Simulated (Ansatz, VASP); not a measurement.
Two plane-wave programs on WC

File INCAR:

```
SYSTEM = WC
PREC = Accurate
ENCUT = 520
EDIFF = 1E-7
ISMEAR = 1
SIGMA = 0.1
LREAL = .False.
LASPH = .True.
NELM = 80
ALGO = Normal
ISIF = 2
LWAVE = .False.
LCHARG = .False.
NBANDS = 16
```

The input KPOINTS:

```
regular mesh
0
Gamma
  11 11 11
  0 0 0
```

POSCAR

```
WC
1.0
    0.0000000000      2.2215343616      2.2215343616
    2.2215343616      0.0000000000      2.2215343616
    2.2215343616      2.2215343616      0.0000000000
W C
1 1
Direct
    0.0000000000      0.0000000000      0.0000000000
    0.5000000000      0.5000000000      0.5000000000
```

Input for Ansatz:

```yaml
crystal:
  lattice:
    - [0.0, 2.2215343615684264, 2.2215343615684264]
    - [2.2215343615684264, 0.0, 2.2215343615684264]
    - [2.2215343615684264, 2.2215343615684264, 0.0]
  atoms:
    - { symbol: W, position: [0.0, 0.0, 0.0] }
    - { symbol: C, position: [0.5, 0.5, 0.5] }
basis:
  ecutwfc: 489.804952427784
kpoints:
  mp_grid:
    grid: [11, 11, 11]
hamiltonian:
  xc: lda
scf:
  occupations:
    method: cold
    width: 0.1
output:
  stress: true
```

Alike in both runs: task single point; functional LDA; k mesh 11 × 11 × 11; no spin polarisation.

```csv
,VASP,Ansatz
version,VASP 6.6.1,Ansatz 0.2.0
potentials or method,"VASP PAW LDA potentials, release 64 (W_sv, C), cutoff 520 eV","plane waves, PAW"
occupations,"methfessel-paxton of order 1, width 0.1 eV","cold, width 0.1 eV"
valence electrons in the cell,18,18
```

```csv
,VASP,Ansatz,Ansatz less VASP
pressure (GPa),-26.1,-27.9,-1.83
```

LDA's correlation is that of Perdew and Zunger in VASP and of Perdew and Wang (1992) in Ansatz.

Spin-orbit coupling is off throughout.
